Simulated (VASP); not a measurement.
# PrHRh3 in VASP: notebook, part 2 of 3

VASP 6.6.1. The steps go on from the part before.

### 4 Single point, PBE

This run uses another cell than the first one, of 14.47 Å³/atom.

File INCAR:

```
PREC = Accurate ; ENCUT = 500
EDIFF = 1E-6 ; ISMEAR = 0
SIGMA = 0.2 ; LREAL = False
LASPH = True ; NELM = 200
ALGO = Normal ; ISIF = 2
LWAVE = False ; LCHARG = True
GGA = PE ; LELF = True
LVHAR = True ; NBANDS = 36
GGA_COMPAT = False ; LMAXMIX = 6
```

File KPOINTS:

```
regular mesh
0
Gamma
  4 4 4
```

File POSCAR:

```
PrHRh3
1.0
    2.9466973623     -2.9467238888      0.0000000000
    2.9466973623      2.9467238888      0.0000000000
    0.0000000000      0.0000000000      4.1675678193
Pr H Rh
1 1 3
Direct
    0.5000000000      0.5000000000      0.5000000000
    0.0000000000      0.0000000000      0.0000000000
    0.0000000000      0.0000000000      0.5000000000
    0.5000000000      0.0000000000      0.0000000000
    0.0000000000      0.5000000000      0.0000000000
```

Potentials or basis: VASP PAW PBE potentials, release 64 (Pr_3, H, Rh_pv), 4f in core.

Started as:

```
> cat potpaw_PBE.64/Pr_3/POTCAR potpaw_PBE.64/H/POTCAR potpaw_PBE.64/Rh_pv/POTCAR > POTCAR
> mpirun -np 1 vasp_std > vasp.out
```

OUTCAR:

```text
PREC = Accurate
   ENCUT = 500
   EDIFF = 1E-6
   ISMEAR = 0
   LREAL = False
   LASPH = True
   NELM = 200
   ISIF = 2
   GGA = PE

 ion  position               nearest neighbor table
   1  0.500  0.500  0.500-   3 2.95   3 2.95   3 2.95   3 2.95   5 2.95   4 2.95   4 2.95   4 2.95
                             5 2.95   5 2.95   5 2.95   4 2.95
   2  0.000  0.000  0.000-   4 2.08   5 2.08   5 2.08   4 2.08   3 2.08   3 2.08
   3  0.000  0.000  0.500-   2 2.08   2 2.08   1 2.95   1 2.95   1 2.95   1 2.95   5 2.95   5 2.95
                             5 2.95   5 2.95   4 2.95   4 2.95   4 2.95   4 2.95
   4  0.500  0.000  0.000-   2 2.08   2 2.08   5 2.95   5 2.95   5 2.95   5 2.95   1 2.95   3 2.95
                             1 2.95   1 2.95   3 2.95   1 2.95   3 2.95   3 2.95
   5  0.000  0.500  0.000-   2 2.08   2 2.08   4 2.95   4 2.95   4 2.95   4 2.95   3 2.95   3 2.95
                             1 2.95   3 2.95   1 2.95   1 2.95   1 2.95   3 2.95

  LATTYP: Found a simple tetragonal cell.
 ALAT       =     4.1672781311
 C/A-ratio  =     1.0000695150

  Lattice vectors:

 A1 = (   2.9466973623,  -2.9467238888,   0.0000000000)
 A2 = (   2.9466973623,   2.9467238888,   0.0000000000)
 A3 = (   0.0000000000,   0.0000000000,   4.1675678193)

Analysis of symmetry for initial positions (statically):
=====================================================================
 Subroutine PRICEL returns:
 Original cell was already a primitive cell.

 Routine SETGRP: Setting up the symmetry group for a
 simple tetragonal supercell.

 Subroutine GETGRP returns: Found 16 space group operations
 (whereof 16 operations were pure point group operations)
 out of a pool of 16 trial point group operations.

The static configuration has the point symmetry D_4h.

Analysis of symmetry for dynamics (positions and initial velocities):
=====================================================================
 Subroutine PRICEL returns:
 Original cell was already a primitive cell.

 Routine SETGRP: Setting up the symmetry group for a
 simple tetragonal supercell.

 Subroutine GETGRP returns: Found 16 space group operations
 (whereof 16 operations were pure point group operations)
 out of a pool of 16 trial point group operations.

The dynamic configuration has the point symmetry D_4h.

 Subroutine INISYM returns: Found 16 space group operations
 (whereof 16 operations are pure point group operations),
 and found     1 'primitive' translations

----------------------------------------------------------------------------------------

                                     Primitive cell

  volume of cell :      72.3748

  direct lattice vectors                    reciprocal lattice vectors
     2.946697362 -2.946723889  0.000000000     0.169681490 -0.169679963  0.000000000
     2.946697362  2.946723889  0.000000000     0.169681490  0.169679963  0.000000000
     0.000000000  0.000000000  4.167567819     0.000000000  0.000000000  0.239948105

  length of vectors
     4.167278131  4.167278131  4.167567819     0.239964785  0.239964785  0.239948105

  position of ions in fractional coordinates (direct lattice)
     0.500000000  0.500000000  0.500000000
     0.000000000  0.000000000  0.000000000
     0.000000000  0.000000000  0.500000000
     0.500000000  0.000000000  0.000000000
     0.000000000  0.500000000  0.000000000

[... 35 lines left out ...]
            Coordinates               Weight
  0.000000  0.000000  0.000000      1.000000
  0.250000  0.000000  0.000000      4.000000
  0.500000  0.000000  0.000000      2.000000
  0.250000  0.250000  0.000000      4.000000
  0.500000  0.250000  0.000000      4.000000
  0.500000  0.500000  0.000000      1.000000
[... 10 lines left out ...]
  0.500000  0.250000  0.500000      4.000000
  0.500000  0.500000  0.500000      1.000000
   k-points           NKPTS =     18   k-points in BZ     NKDIM =     18   number of bands    NBANDS=     36
   number of dos      NEDOS =    301   number of ions     NIONS =      5
   total plane-waves  NPLWV =  27000
   dimension x,y,z NGX =    30 NGY =   30 NGZ =   30
   dimension x,y,z NGXF=    60 NGYF=   60 NGZF=   60
   ions per type =               1   1   3
   NGX,Y,Z   is equivalent  to a cutoff of  11.97, 11.97, 11.97 a.u.
   NGXF,Y,Z  is equivalent  to a cutoff of  23.94, 23.94, 23.93 a.u.
 SYSTEM =  unknown system
   PREC   = accura    normal or accurate (medium, high low for compatibility)
   ISTART =      0    job   : 0-new  1-cont  2-samecut
   ICHARG =      2    charge: 1-file 2-atom 10-const
   ISPIN  =      1    spin polarized calculation?
   LNONCOLLINEAR =      F non collinear calculations
   LSORBIT =      F    spin-orbit coupling
   LASPH  =      T    aspherical Exc in radial PAW
   ENCUT  =  500.0 eV  36.75 Ry    6.06 a.u.   7.60  7.60  7.60*2*pi/ulx,y,z
   NELM   =    200;   NELMIN=  2; NELMDL= -5     # of ELM steps
   EDIFF  = 0.1E-05   stopping-criterion for ELM
   LREAL  =      F    real-space projection
   EDIFFG = 0.1E-04   stopping-criterion for IOM
   NSW    =      0    number of steps for IOM
   IBRION =     -1    ionic relax: 0-MD 1-quasi-New 2-CG
   NFREE  =      0    steps in history (QN), initial steepest desc. (CG)
   ISIF   =      2    stress and relaxation
   ISYM   =      2    0-nonsym 1-usesym 2-fastsym
   POTIM  = 0.5000    time-step for ionic-motion
   TEBEG  =    0.0;   TEEND  =   0.0 temperature during run
   PSTRESS=    0.0 pullay stress
   NELECT =      57.0000    total number of electrons
   NUPDOWN=      -1.0000    fix difference up-down
   EMIN   =  10.00;   EMAX   =-10.00  energy-range for DOS
   EFERMI =   0.00;   METHOD = LEGACY
   ISMEAR =     0;   SIGMA  =   0.20  broadening in eV -4-tet -1-fermi 0-gaus
   EFERMI_NEDOS =   21; number of points for ismear=-14 and -15
   IALGO  =     38    algorithm
   IMIX   =      4    mixing-type and parameters
     AMIX     =   0.40;   BMIX     =  1.00
     AMIX_MAG =   1.60;   BMIX_MAG =  1.00
  volume/ion in A,a.u.               =      14.47        97.68
  Fermi-wavevector in a.u.,A,eV,Ry     =   1.511833  2.856951 31.098018  2.285640
  Thomas-Fermi vector in A             =   2.621838
   LORBIT       =      0    0 simple, 1 ext, 2 COOP (PROOUT), +10 PAW based schemes
   GGA     = PE    functional components
   LHFCALC =     F    Hartree Fock is set to
   AEXX    =    0.0000 exact exchange contribution
   IVDW    =     0    specifies the selected vdW correction
   LEPSILON=     F    determine dielectric tensor
   LRPA    =     F    only Hartree local field effects (RPA)
 non-spin polarized calculation
 Gauss-broadening in eV      SIGMA  =   0.20
  energy-cutoff  :      500.00
  volume of cell :       72.37
 maximum number of plane-waves:      1856
   NGX = 15   NGY = 15   NGZ = 15

 number of electron      56.9999992 magnetization

 Free energy of the ion-electron system (eV)
  ---------------------------------------------------
  ext. energy  EPLUGINS =         0.00000000
  ---------------------------------------------------
  free energy    TOTEN  =       -31.56319526 eV

  energy without entropy =      -31.48509027  energy(sigma->0) =      -31.52414276

 E-fermi :   8.1890     XC(G=0): -12.6015

 val. band max:        8.1606082420   @ k =   0.0000   0.0000   0.2500
 cond. band min:       8.2646100333   @ k =   0.2500   0.2500   0.5000
 fundamental gap:      0.1040017913
 Fermi energy:         8.1889531223

 k-point     1 :       0.0000    0.0000    0.0000
  band No.  band energies     occupation
      1     -37.6898      2.00000
      2     -37.6898      2.00000
      3     -37.6897      2.00000
      4     -37.4846      2.00000
      5     -37.4845      2.00000
      6     -37.4845      2.00000
[... 691 lines left out ...]
     35      11.2506      0.00000
     36      14.5801      0.00000

------------------------ aborting loop because EDIFF is reached ----------------------------------------

  FORCE on cell =-STRESS in cart. coord.  units (eV):
  Direction    XX          YY          ZZ          XY          YZ          ZX
  --------------------------------------------------------------------------------------
  -------------------------------------------------------------------------------------
  Total       -0.0241475     -0.0241479     -0.0272756      0.0000000     -0.0000000      0.0000000
  in kB       -0.5345573     -0.5345669     -0.6038060      0.0000000     -0.0000000      0.0000000
  external PRESSURE =      -0.5576434 kB  Pullay stress =       0.0000000 kB

 VOLUME and BASIS-vectors are now :
 -----------------------------------------------------------------------------
  energy-cutoff  :      500.00
  volume of cell :       72.37
      direct lattice vectors                 reciprocal lattice vectors
     2.946697362 -2.946723889  0.000000000     0.169681490 -0.169679963  0.000000000
     2.946697362  2.946723889  0.000000000     0.169681490  0.169679963  0.000000000
     0.000000000  0.000000000  4.167567819     0.000000000  0.000000000  0.239948105

 POSITION                                       TOTAL-FORCE (eV/Angst)
 -----------------------------------------------------------------------------------
      2.94670      0.00000      2.08378         0.000000      0.000000      0.000000
      0.00000      0.00000      0.00000        -0.000000     -0.000000      0.000000
      0.00000      0.00000      2.08378        -0.000000      0.000000      0.000000
      1.47335     -1.47336      0.00000        -0.000000     -0.000000      0.000000
      1.47335      1.47336      0.00000        -0.000000     -0.000000      0.000000
 -----------------------------------------------------------------------------------
    total drift:                               -0.000000     -0.000000      0.000000

  FREE ENERGIE OF THE ION-ELECTRON SYSTEM (eV)
  ---------------------------------------------------
  free  energy   TOTEN  =       -31.5631952580 eV

  energy  without entropy=      -31.4850902703  energy(sigma->0) =      -31.52414276
```

It took 27 s on 1 thread of Intel Xeon Platinum 8559C (Emerald Rapids), shared host; peak memory 0.19 GiB.

What came out:

- Free energy: -31.5632 eV
- Pressure: -0.1 GPa
- Band gap on the k mesh: zero (an odd number of electrons rules out a gap without spin polarisation)

Caveat: the k points lie up to 0.38 Å⁻¹ apart, too coarse for converged energies and pressures of a metal; spin-orbit coupling is left out, which moves the levels of the heavy elements; the 4f electrons are frozen in the core, so they carry no moment and show no levels.

### 5 Relaxation of cell and atoms, PBE

This run uses another cell than the first one, of 13.76 Å³/atom.

File INCAR:

```
PREC = Accurate ; ENCUT = 500
EDIFF = 1E-7 ; ISMEAR = 0
SIGMA = 0.2 ; LREAL = F
LASPH = T ; NELM = 200
ALGO = Normal ; ISIF = 3
LWAVE = F ; LCHARG = F
GGA = PE ; IBRION = 2
NSW = 36 ; EDIFFG = -0.08
GGA_COMPAT = F ; NELMIN = 4
LMAXMIX = 6
```

File KPOINTS:

```
Automatic mesh
0
Gamma
  4 4 4
```

File POSCAR:

```
PrHRh3
1.0
    4.0971136200      0.0000000000      0.0000000000
    0.0000000000      4.0971136200      0.0000000000
    0.0000000000      0.0000000000      4.0971136200
Pr H Rh
1 1 3
Direct
    0.5000000000      0.5000000000      0.5000000000
    0.0000000000      0.0000000000      0.0000000000
    0.5000000000      0.0000000000      0.0000000000
    0.0000000000      0.5000000000      0.0000000000
    0.0000000000      0.0000000000      0.5000000000
```

Potentials or basis: VASP PAW PBE potentials, release 64 (Pr_3, H, Rh_pv), 4f in core.

Started as:

```
> cat potpaw_PBE.64/Pr_3/POTCAR potpaw_PBE.64/H/POTCAR potpaw_PBE.64/Rh_pv/POTCAR > POTCAR
> mpirun -np 1 vasp_std > vasp.out
```

OUTCAR:

```text
PREC = Accurate
   ENCUT = 500
   EDIFF = 1E-7
   ISMEAR = 0
   LREAL = F
   LASPH = T
   NELM = 200
   ISIF = 3
   GGA = PE
   IBRION = 2
   NSW = 36
   EDIFFG = -0.08
   NELMIN = 4

 ion  position               nearest neighbor table
   1  0.500  0.500  0.500-   3 2.90   4 2.90   5 2.90   3 2.90   4 2.90   3 2.90   5 2.90   3 2.90
                             4 2.90   5 2.90   4 2.90   5 2.90
   2  0.000  0.000  0.000-   3 2.05   4 2.05   5 2.05   5 2.05   4 2.05   3 2.05
   3  0.500  0.000  0.000-   2 2.05   2 2.05   4 2.90   5 2.90   1 2.90   5 2.90   1 2.90   4 2.90
                             1 2.90   1 2.90   4 2.90   5 2.90   5 2.90   4 2.90
   4  0.000  0.500  0.000-   2 2.05   2 2.05   3 2.90   5 2.90   1 2.90   5 2.90   1 2.90   3 2.90
                             5 2.90   5 2.90   1 2.90   3 2.90   1 2.90   3 2.90
   5  0.000  0.000  0.500-   2 2.05   2 2.05   3 2.90   4 2.90   1 2.90   3 2.90   4 2.90   1 2.90
                             4 2.90   4 2.90   1 2.90   3 2.90   3 2.90   1 2.90

  LATTYP: Found a simple cubic cell.
 ALAT       =     4.0971136200

  Lattice vectors:

 A1 = (   4.0971136200,   0.0000000000,   0.0000000000)
 A2 = (   0.0000000000,   4.0971136200,   0.0000000000)
 A3 = (   0.0000000000,   0.0000000000,   4.0971136200)

Analysis of symmetry for initial positions (statically):
=====================================================================
[... 156 lines left out ...]

 number of electron      57.0000037 magnetization

 Free energy of the ion-electron system (eV)
  ---------------------------------------------------
  ext. energy  EPLUGINS =         0.00000000
  ---------------------------------------------------
  free energy    TOTEN  =       -31.46986025 eV

  energy without entropy =      -31.39854098  energy(sigma->0) =      -31.43420062

------------------------ aborting loop because EDIFF is reached ----------------------------------------

  FORCE on cell =-STRESS in cart. coord.  units (eV):
  Direction    XX          YY          ZZ          XY          YZ          ZX
  --------------------------------------------------------------------------------------
  -------------------------------------------------------------------------------------
  Total        3.7095156      3.7095156      3.7095156     -0.0000000     -0.0000000     -0.0000000
  in kB       86.4159211     86.4159211     86.4159211     -0.0000000     -0.0000000     -0.0000000
  external PRESSURE =      86.4159211 kB  Pullay stress =       0.0000000 kB
[... 65 lines left out ...]
--------------------------------------- Ionic step        3  -------------------------------------------

 number of electron      56.9999974 magnetization

 Free energy of the ion-electron system (eV)
  ---------------------------------------------------
  ext. energy  EPLUGINS =         0.00000000
  ---------------------------------------------------
  free energy    TOTEN  =       -31.56146122 eV

  energy without entropy =      -31.48334822  energy(sigma->0) =      -31.52240472

 E-fermi :   8.1886     XC(G=0): -12.6013

 val. band max:        8.1602651111   @ k =   0.2500   0.0000   0.0000
 cond. band min:       8.2642593111   @ k =   0.5000   0.2500   0.2500
 fundamental gap:      0.1039941999
 Fermi energy:         8.1886070087

 k-point     1 :       0.0000    0.0000    0.0000
  band No.  band energies     occupation
      1     -37.6901      2.00000
      2     -37.6901      2.00000
      3     -37.6901      2.00000
      4     -37.4848      2.00000
      5     -37.4848      2.00000
      6     -37.4848      2.00000
[... 391 lines left out ...]
  FREE ENERGIE OF THE ION-ELECTRON SYSTEM (eV)
  ---------------------------------------------------
  free  energy   TOTEN  =       -31.5614612203 eV

  energy  without entropy=      -31.4833482225  energy(sigma->0) =      -31.52240472

 reached required accuracy - stopping structural energy minimisation
```

OSZICAR:

```text
N       E                     dE             d eps       ncg     rms          rms(c)
DAV:   1     0.646732070696E+03    0.64673E+03   -0.33066E+04   688   0.174E+03
DAV:   2    -0.515708593620E+01   -0.65189E+03   -0.64235E+03   738   0.536E+02
DAV:   3    -0.327128170615E+02   -0.27556E+02   -0.26847E+02   986   0.104E+02
[... 35 lines left out ...]
DAV:   9    -0.315614608134E+02    0.18578E-04   -0.60953E-05   756   0.386E-02    0.484E-03
DAV:  10    -0.315614616022E+02   -0.78883E-06   -0.19315E-06   692   0.836E-03    0.281E-03
DAV:  11    -0.315614613249E+02    0.27729E-06   -0.17327E-07   598   0.236E-03    0.739E-04
DAV:  12    -0.315614611719E+02    0.15301E-06   -0.14645E-08   352   0.698E-04    0.201E-04
DAV:  13    -0.315614612203E+02   -0.48414E-07   -0.47617E-09   364   0.353E-04
   3 F= -.31561461E+02 E0= -.31522405E+02  d E =-.916010E-01
```

CONTCAR:

```text
PrHRh3
   1.00000000000000
     4.1674227627425342    0.0000000000000000   -0.0000000000000000
    -0.0000000000000000    4.1674227627425342   -0.0000000000000000
     0.0000000000000000   -0.0000000000000000    4.1674227627425342
  Pr              H               Rh
     1     1     3
Direct
     0.5000000000000000    0.5000000000000000    0.5000000000000000
     0.0000000000000000    0.0000000000000000    0.0000000000000000
     0.5000000000000000    0.0000000000000000    0.0000000000000000
     0.0000000000000000    0.5000000000000000    0.0000000000000000
     0.0000000000000000    0.0000000000000000    0.5000000000000000

  0.00000000E+00  0.00000000E+00  0.00000000E+00
  0.00000000E+00  0.00000000E+00  0.00000000E+00
  0.00000000E+00  0.00000000E+00  0.00000000E+00
  0.00000000E+00  0.00000000E+00  0.00000000E+00
  0.00000000E+00  0.00000000E+00  0.00000000E+00
```

Wall time 46 s (1 thread of Intel Xeon Platinum 8559C (Emerald Rapids), shared host); peak memory 0.18 GiB.

What came out:

```yaml
Free_energy: -31.5615 eV
Relaxed_volume: 14.48 Å³/atom
Relaxed_cell: a = 4.167 Å, b = 4.167 Å, c = 4.167 Å, α = 90.00°, β = 90.00°, γ = 90.00°
Space_group_after_relaxing_to_0.1_Å: Pm-3m (No. 221)
Energy_gained_by_relaxing: 18.3 meV/atom
Ionic_steps: 3
Pressure_after_relaxing: -0.1 GPa
Band_gap_on_the_k_mesh: zero (an odd number of electrons rules out a gap without spin polarisation)
```

The path:
| step | energy change (eV) | largest force (eV/Å) | pressure (GPa) | volume (Å³) |
| --- | --- | --- | --- | --- |
| 1 | 0.0000 | 0.0000 | 8.64 | 68.78 |
| 2 | 0.0068 | 0.0000 | -7.32 | 76.43 |
| 3 | -0.0916 | 0.0000 | -0.07 | 72.38 |

Final structure:
```
CELL_PARAMETERS angstrom
4.16742 0.00000 0.00000
0.00000 4.16742 0.00000
0.00000 0.00000 4.16742
ATOMIC_POSITIONS crystal
Pr 0.50000 0.50000 0.50000
H 0.00000 0.00000 0.00000
Rh 0.50000 0.00000 0.00000
Rh 0.00000 0.50000 0.00000
Rh 0.00000 0.00000 0.50000
```

Caveat: the k points lie up to 0.38 Å⁻¹ apart in the final cell, too coarse for converged energies and pressures of a metal; spin-orbit coupling is left out, which moves the levels of the heavy elements; the 4f electrons are frozen in the core, so they carry no moment and show no levels. Spin polarisation is off, so any magnetic state and its effect on volume and gap are missing.

(Part 2 of 3 ends here.)
